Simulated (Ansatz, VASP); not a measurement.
## Two plane-wave programs on Ba

```
CELL_PARAMETERS angstrom
8.17947 0.00000 0.00000
0.00000 8.17947 0.00000
0.00000 0.00000 8.17947
ATOMIC_POSITIONS crystal
Ba 0.00000 0.00000 0.00000
Ba 0.50000 0.50000 0.50000
Ba 0.25000 0.00000 0.50000
Ba 0.75000 0.00000 0.50000
Ba 0.50000 0.25000 0.00000
Ba 0.50000 0.75000 0.00000
Ba 0.00000 0.50000 0.25000
Ba 0.00000 0.50000 0.75000
```

Alike in both runs: functional revPBE; k mesh 4 × 4 × 4; occupations fermi-dirac, width 0.1 eV; no spin polarisation.

Ansatz relaxed the structure, and its values are those at the end. VASP's run is a single point on that final structure, the one shown.

|  | VASP | Ansatz |
| --- | --- | --- |
| version | VASP 6.6.1 | Ansatz 0.2.0 |
| potentials or method | VASP PAW PBE potentials, release 64 (Ba_sv), cutoff 520 eV | plane waves (420 eV) with PAW, scalar-relativistic |
| valence electrons in the cell | 80 | 80 |

Ansatz gave:

| Item | Value |
| --- | --- |
| pressure (GPa) | 0.0 |

Problem. What did VASP give for the same quantities?

Solution. Pressure (GPa): 0.1.

VASP's potentials were made for PBE, not for revPBE.

Spin-orbit coupling is off throughout.
